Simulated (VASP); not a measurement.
# C in VASP: a series of runs

Aim: see how the results for C move with the level of theory and the settings. Levels: PBEsol-based global hybrid with 25 % exact exchange, HSE06, PBEsol. Tasks: relaxation of cell and atoms, single point.

All numbers are computed with VASP 6.6.1; they aren't measurements. Logs are shortened: lines on timing, memory, paths and dates and some standing lists are left out, and cuts for length are marked.

## Step 1: The cell of the first run

The structure is monoclinic, space group C2/m (No. 12). Conventional cell: a = 4.255 Å, b = 2.457 Å, c = 3.765 Å, α = 90.00°, β = 111.49°, γ = 90.00°. Within 1.9 Å of C (site symmetry m) lie 3 C at 1.42 Å.

## Step 2: Relaxation of cell and atoms, PBEsol-based global hybrid with 25 % exact exchange

Input file POSCAR:

```
C
1.0
    2.1273203072     -1.2282824400      0.0000000000
    2.1273203072      1.2282824400      0.0000000000
   -1.3790696309      0.0000000000      3.5028300786
C
2
Direct
    0.1666444700      0.1666444700      0.9999069600
    0.8333555300      0.8333555300      0.0000930400
```

Input file INCAR.step1:

```
ALGO = Normal ; EDIFF = 1E-5
ENCUT = 600 ; GGA = PE
ISMEAR = -1 ; LASPH = True
LCHARG = False ; LREAL = False
LWAVE = True ; NBANDS = 11
NELM = 60 ; PREC = Accurate
SIGMA = 0.05
```

Input file INCAR.step2:

```
AEXX = 0.25 ; ALGO = Normal
EDIFF = 1E-6 ; EDIFFG = -0.01
ENCUT = 600 ; GGA = PS
IBRION = 2 ; ISIF = 3
ISMEAR = -1 ; ISTART = 1
LASPH = True ; LCHARG = False
LHFCALC = True ; LREAL = False
LWAVE = False ; NELM = 60
NSW = 60 ; PREC = Accurate
PRECFOCK = Normal ; SIGMA = 0.05
```

Input file KPOINTS:

```
k-points
0
Gamma
  7 7 4
```

Potentials or basis: VASP PAW PBE potentials, release 64 (C).

On the command line:

```
> cat potpaw_PBE.64/C/POTCAR > POTCAR
> cp INCAR.step1 INCAR
> mpirun -np 1 vasp_std > vasp.out
> cp INCAR.step2 INCAR
> mpirun -np 1 vasp_std > vasp.out
```

OUTCAR:

```text
AEXX = 0.25
   EDIFF = 1E-6
   EDIFFG = -0.01
   ENCUT = 600
   GGA = PS
   IBRION = 2
   ISIF = 3
   ISMEAR = -1
   ISTART = 1
   LASPH = True
   LHFCALC = True
   LREAL = False
   NELM = 60
   NSW = 60
   PREC = Accurate
   PRECFOCK = Normal

 ion  position               nearest neighbor table
   1  0.167  0.167  1.000-   2 1.42   2 1.42   2 1.42
   2  0.833  0.833  0.000-   1 1.42   1 1.42   1 1.42

  LATTYP: Found a base centered monoclinic cell.
 ALAT       =     4.2546406144
 B/A-ratio  =     0.5773848141
 C/A-ratio  =     0.8848045598
 COS(beta)  =    -0.3663329314

  Lattice vectors:

 A1 = (   2.1273203072,  -1.2282824400,   0.0000000000)
 A2 = (   2.1273203072,   1.2282824400,   0.0000000000)
 A3 = (  -1.3790696309,   0.0000000000,   3.5028300786)

Analysis of symmetry for initial positions (statically):
=====================================================================
 Subroutine PRICEL returns:
 Original cell was already a primitive cell.

 Routine SETGRP: Setting up the symmetry group for a
 base centered monoclinic supercell.

 Subroutine GETGRP returns: Found  4 space group operations
 (whereof  4 operations were pure point group operations)
 out of a pool of  4 trial point group operations.

The static configuration has the point symmetry C_2h.

Analysis of symmetry for dynamics (positions and initial velocities):
=====================================================================
 Subroutine PRICEL returns:
 Original cell was already a primitive cell.

 Routine SETGRP: Setting up the symmetry group for a
 base centered monoclinic supercell.

 Subroutine GETGRP returns: Found  4 space group operations
 (whereof  4 operations were pure point group operations)
 out of a pool of  4 trial point group operations.

The dynamic configuration has the point symmetry C_2h.

 Subroutine INISYM returns: Found  4 space group operations
 (whereof  4 operations are pure point group operations),
 and found     1 'primitive' translations

----------------------------------------------------------------------------------------

                                     Primitive cell

  volume of cell :      18.3054

  direct lattice vectors                    reciprocal lattice vectors
     2.127320307 -1.228282440  0.000000000     0.235037478 -0.407072497  0.092534619
     2.127320307  1.228282440  0.000000000     0.235037478  0.407072497  0.092534619
[... 103 lines left out ...]
   IMIX   =      1    mixing-type and parameters
     AMIX     =   0.40;   BMIX     =  1.00
     AMIX_MAG =   1.60;   BMIX_MAG =  1.00
  volume/ion in A,a.u.               =       9.15        61.77
  Fermi-wavevector in a.u.,A,eV,Ry     =   1.242352  2.347705 20.999765  1.543439
  Thomas-Fermi vector in A             =   2.376710
   LORBIT       =      0    0 simple, 1 ext, 2 COOP (PROOUT), +10 PAW based schemes
   GGA     = PS    functional components
   LHFCALC =     T    Hartree Fock is set to
   PRECFOCK=normal    Normal, Fast or Accurate (Low or Medium for compatibility)
   ENCUT4O =  -1.0   cutoff for four orbital integrals eV
   NKREDX  =     1    reduce k-point grid by
   NKREDY  =     1    reduce k-point grid by
   NKREDZ  =     1    reduce k-point grid by
   AEXX    =    0.2500 exact exchange contribution
   HFSCREEN=    0.0000 screening length (either q_TF or 0.3 A-1)
   HFSCREENC=   0.0000 screening length for correlation (either q_TF or 0.3 A-1)
   ENCUTFOCK=  -1.0 apply spherical cutoff to Coloumb kernel
   IVDW    =     0    specifies the selected vdW correction
   LEPSILON=     F    determine dielectric tensor
   LRPA    =     F    only Hartree local field effects (RPA)
 conjugate gradient relaxation of ions
 non-spin polarized calculation
  energy-cutoff  :      600.00
  volume of cell :       18.31
 maximum number of plane-waves:       625
  NGX = 16; NGY = 16; NGZ = 24

--------------------------------------- Ionic step        1  -------------------------------------------

 number of electron       8.0000000 magnetization

 Free energy of the ion-electron system (eV)
  ---------------------------------------------------
  ext. energy  EPLUGINS =         0.00000000
  ---------------------------------------------------
  free energy    TOTEN  =       -22.87954651 eV

  energy without entropy =      -22.87954651  energy(sigma->0) =      -22.87954651

------------------------ aborting loop because EDIFF is reached ----------------------------------------

  FORCE on cell =-STRESS in cart. coord.  units (eV):
  Direction    XX          YY          ZZ          XY          YZ          ZX
  --------------------------------------------------------------------------------------
  -------------------------------------------------------------------------------------
  Total       -0.6853202     -0.6951095      0.0078358      0.0000000      0.0000000     -0.0055621
  in kB      -59.9824148    -60.8392194      0.6858286      0.0000000      0.0000000     -0.4868220
  external PRESSURE =     -40.0452685 kB  Pullay stress =       0.0000000 kB
[... 59 lines left out ...]
--------------------------------------- Ionic step        3  -------------------------------------------

 number of electron       8.0000000 magnetization

 Free energy of the ion-electron system (eV)
  ---------------------------------------------------
  ext. energy  EPLUGINS =         0.00000000
  ---------------------------------------------------
  free energy    TOTEN  =       -22.88287244 eV

  energy without entropy =      -22.88287244  energy(sigma->0) =      -22.88287244

 E-fermi :   3.7870     XC(G=0):  -8.1267

 val. band max:        2.7001143385   @ k =  -0.2857   0.2857   0.0000
 cond. band min:       6.2280932726   @ k =  -0.2857   0.4286   0.2500
 fundamental gap:      3.5279789341
 Fermi energy:         3.7869703713

 k-point     1 :       0.0000    0.0000    0.0000
  band No.  band energies     occupation
      1     -18.4260      2.00000
      2      -4.2226      2.00000
      3      -0.0237      2.00000
      4      -0.0225      2.00000
      5       8.6944      0.00000
      6      14.1533      0.00000
      7      14.1571      0.00000
      8      18.0804      0.00000
[... 243 lines left out ...]
 k-point    24 :       0.1429    0.1429    0.2500
  band No.  band energies     occupation
      1     -17.7197      2.00000
      2      -4.9635      2.00000
      3      -1.9506      2.00000
      4      -1.0189      2.00000
      5      13.3534      0.00000
      6      14.1607      0.00000
      7      16.2407      0.00000
      8      16.3720      0.00000

 [... further k-points ...]
[... 5 lines left out ...]
  --------------------------------------------------------------------------------------
  -------------------------------------------------------------------------------------
  Total       -0.0050648     -0.0093113      0.0058692      0.0000000      0.0000000     -0.0054090
  in kB       -0.4474905     -0.8226803      0.5185631      0.0000000      0.0000000     -0.4778987
  external PRESSURE =      -0.2505359 kB  Pullay stress =       0.0000000 kB
[... 17 lines left out ...]
  FREE ENERGIE OF THE ION-ELECTRON SYSTEM (eV)
  ---------------------------------------------------
  free  energy   TOTEN  =       -22.8828724431 eV

  energy  without entropy=      -22.8828724431  energy(sigma->0) =      -22.88287244

 reached required accuracy - stopping structural energy minimisation
```

OUTCAR.step1:

```text
EDIFF = 1E-5
   ENCUT = 600
   GGA = PE
   ISMEAR = -1
   LASPH = True
[... 559 lines left out ...]
     -0.66993      0.00000      3.50250        -0.002155      0.000000      0.006779
      3.54550      0.00000      0.00033         0.002155      0.000000     -0.006779
 -----------------------------------------------------------------------------------
    total drift:                               -0.000000      0.000000      0.000000

  FREE ENERGIE OF THE ION-ELECTRON SYSTEM (eV)
  ---------------------------------------------------
  free  energy   TOTEN  =       -18.4496056710 eV

  energy  without entropy=      -18.4496056710  energy(sigma->0) =      -18.44960567
```

OSZICAR.step1:

```text
N       E                     dE             d eps       ncg     rms          rms(c)
DAV:   1     0.351092687213E+01    0.35109E+01   -0.44774E+03  1320   0.729E+02
DAV:   2    -0.190920813817E+02   -0.22603E+02   -0.21538E+02  1822   0.128E+02
DAV:   3    -0.196849592285E+02   -0.59288E+00   -0.59177E+00  1653   0.165E+01
DAV:   4    -0.196873337314E+02   -0.23745E-02   -0.23743E-02  1532   0.127E+00
DAV:   5    -0.196873442649E+02   -0.10533E-04   -0.10533E-04  1697   0.789E-02    0.638E+00
DAV:   6    -0.187472497608E+02    0.94009E+00   -0.78694E-01  1524   0.516E+00    0.371E+00
DAV:   7    -0.184456672018E+02    0.30158E+00   -0.90940E-01  1587   0.559E+00    0.105E+00
DAV:   8    -0.184498245425E+02   -0.41573E-02   -0.21745E-02  1464   0.943E-01    0.132E-01
DAV:   9    -0.184495226912E+02    0.30185E-03   -0.67569E-04  1600   0.162E-01    0.607E-02
DAV:  10    -0.184496053454E+02   -0.82654E-04   -0.17784E-04  1464   0.908E-02    0.294E-02
DAV:  11    -0.184496056710E+02   -0.32562E-06   -0.82140E-06  1599   0.168E-02
   1 F= -.18449606E+02 E0= -.18449606E+02  d E =-.528975E-10
```

Run time: 28 min. Hardware: 1 thread of Intel Xeon Platinum 8259CL at 2.50GHz (Skylake/Cascade Lake), shared host; peak memory 0.14 GiB.

What came out:

```yaml
Free_energy: -22.8829 eV
Relaxed_volume: 9.07 Å³/atom
Relaxed_cell: a = 2.445 Å, b = 2.445 Å, c = 3.762 Å, α = 108.42°, β = 108.42°, γ = 60.00°
Space_group_after_relaxing_to_0.1_Å: R-3m (No. 166)
Energy_gained_by_relaxing: 1.7 meV/atom
Ionic_steps: 3
Pressure_after_relaxing: 0.0 GPa
Largest_force_after_relaxing: 0.005 eV/Å
```

Forces on the atoms (eV/Å):
```
C    0.000  0.000  0.005
C    0.000  0.000 -0.005
```

The path:
```
step  energy change (eV)  largest force (eV/Å)  pressure (GPa)  volume (Å³)
   1              0.0000                0.0109           -4.00        18.31
   2              0.0178                0.0115           10.76        17.70
   3             -0.0033                0.0055           -0.03        18.13
```

Final structure:
```cif
data_structure
_symmetry_space_group_name_H-M 'P 1'
_symmetry_Int_Tables_number 1
_cell_length_a 2.4449
_cell_length_b 2.4449
_cell_length_c 3.7624
_cell_angle_alpha 108.421
_cell_angle_beta 108.421
_cell_angle_gamma 60.000
_cell_volume 18.13
loop_
_atom_site_label
_atom_site_type_symbol
_atom_site_fract_x
_atom_site_fract_y
_atom_site_fract_z
_atom_site_occupancy
C1 C 0.16665 0.16665 0.99995 1
C2 C 0.83335 0.83335 0.00005 1
```

Caveat: the k points lie up to 0.45 Å⁻¹ apart in the final cell; this functional lacks dispersion, which binds layers or chains, so the pressure and a relaxed spacing across them are unreliable; the PAW data sets were made with another functional, which shifts forces and pressure a little.

## Step 3: Single point, HSE06

This run uses another cell than the first one, of 8.97 Å³/atom.

Input file POSCAR:

```
C
1.0
    2.1130425595     -1.2200386853      0.0000000000
    2.1130425595      1.2200386853      0.0000000000
   -1.3698138511      0.0000000000      3.4793204435
C
2
Direct
    0.1666444700      0.1666444700      0.9999069600
    0.8333555300      0.8333555300      0.0000930400
```

Input file INCAR.step1:

```
PREC = Accurate
ENCUT = 520
EDIFF = 1E-5
ISMEAR = -1
SIGMA = 0.05
LREAL = False
LASPH = True
NELM = 100
ALGO = Normal
ISIF = 2
LWAVE = True
LCHARG = False
NBANDS = 11
GGA = PE
```

Input file INCAR.step2:

```
PREC = Accurate
ENCUT = 520
EDIFF = 1E-6
ISMEAR = -1
SIGMA = 0.05
LREAL = False
LASPH = True
NELM = 100
ALGO = Normal
ISIF = 2
LWAVE = False
LCHARG = False
GGA = PE
LHFCALC = True
HFSCREEN = 0.2079
PRECFOCK = Normal
NBANDS = 11
ISTART = 1
```

Input file KPOINTS:

```
Automatic mesh
0
Gamma
  8 8 4
```

Potentials or basis: VASP PAW PBE potentials, release 64 (C).

On the command line:

```
> cat potpaw_PBE.64/C/POTCAR > POTCAR
> cp INCAR.step1 INCAR
> mpirun -np 1 vasp_std > vasp.out
> cp INCAR.step2 INCAR
> mpirun -np 1 vasp_std > vasp.out
```

Run time: 19 min. Hardware: 1 thread of Intel Xeon Platinum 8259CL at 2.50GHz (Skylake/Cascade Lake), shared host; peak memory 0.23 GiB.

It converged, with:

```yaml
Free_energy: -21.1584 eV
Pressure: 4.5 GPa
Largest_force: 0.007 eV/Å
```

Forces in eV/Å, atoms in the order of the input:
```
C   -0.004  0.000  0.006
C    0.004  0.000 -0.006
```

Stress tensor (GPa, compression positive):
```
 5.93  0.00 -0.04
 0.00  5.88  0.00
-0.04  0.00  1.70
```

Caveat: the k points lie up to 0.45 Å⁻¹ apart; this functional lacks dispersion, which binds layers or chains, so the pressure and a relaxed spacing across them are unreliable; the PAW data sets were made with another functional, which shifts forces and pressure a little.

(Part 1 of 2 ends here.)
